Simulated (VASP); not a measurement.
Wanted: the native input for a VASP 6.6.1 run.

* Task: single point
* Functional: r2SCAN
* Potentials or basis: VASP PAW PBE potentials, release 64 (Zn, S)
* Cutoff: 520 eV
* k mesh: 7 × 7 × 3
* Occupations: gaussian, width 0.05 eV
* Spin: no spin polarisation
* Dipole correction: no
* Further INCAR settings: ALGO = Normal; EDIFF = 1e-07; NBANDS = 36

The system is ZnS.

```
CELL_PARAMETERS angstrom
2.70465 -2.70465 0.00000
2.70465 0.00000 -2.70465
5.67976 5.13884 5.40930
ATOMIC_POSITIONS crystal
Zn 0.65416 0.66667 0.12503
Zn 0.92083 0.00000 0.79170
Zn 0.28750 0.33333 0.45837
S 0.57916 0.66667 0.87503
S 0.94583 0.00000 0.54170
S 0.31250 0.33333 0.20837
```

This cell differs from its parent crystal: the part above a cut slid along it.

The input as run:

POSCAR

```
ZnS
1.0
    2.7046500000     -2.7046500000      0.0000000000
    2.7046500000      0.0000000000     -2.7046500000
    5.6797650000      5.1388350000      5.4093000000
Zn S
3 3
Direct
    0.6541633333      0.6666666667      0.1250333333
   -0.0791700000      0.0000000000      0.7917000000
    0.2874966667      0.3333333333      0.4583666667
    0.5791633333      0.6666666667      0.8750333333
    0.9458300000      1.0000000000      0.5417000000
    0.3124966667      0.3333333333      0.2083666667
```

INCAR.step1

```
PREC = Accurate ; ENCUT = 520
ISMEAR = 0 ; SIGMA = 0.05
LREAL = F ; LASPH = T
NELM = 100 ; NBANDS = 36
GGA = PE ; ALGO = Normal
EDIFF = 1E-4 ; LWAVE = T
LCHARG = F
```

INCAR.step2

```
PREC = Accurate ; ENCUT = 520
EDIFF = 1E-7 ; ISMEAR = 0
SIGMA = 0.05 ; LREAL = F
LASPH = T ; NELM = 100
ALGO = Normal ; ISIF = 2
LWAVE = F ; LCHARG = F
METAGGA = R2SCAN ; LMIXTAU = T
NBANDS = 36 ; ISTART = 1
```

KPOINTS

```
regular mesh
0
Gamma
  7 7 3
```

Potentials or basis: VASP PAW PBE potentials, release 64 (Zn, S).

The run is started by

```console
$ cat potpaw_PBE.64/Zn/POTCAR potpaw_PBE.64/S/POTCAR > POTCAR
$ cp INCAR.step1 INCAR
$ mpirun -np 1 vasp_std > vasp.out
$ cp INCAR.step2 INCAR
$ mpirun -np 1 vasp_std > vasp.out
```

Results of the run:

* Pressure: -0.9 GPa
* Largest force: 0.304 eV/Å
* Band gap on the k mesh: 2.54 eV

Caveat: the cell differs from its parent crystal (the part above a cut slid along it); the PAW data sets were made with another functional, which shifts forces and pressure a little.

Run time: 11 min on 1 thread of Intel(R) Xeon(R) Platinum 8488C (Sapphire Rapids), with other jobs on the host, peak memory 0.39 GiB.
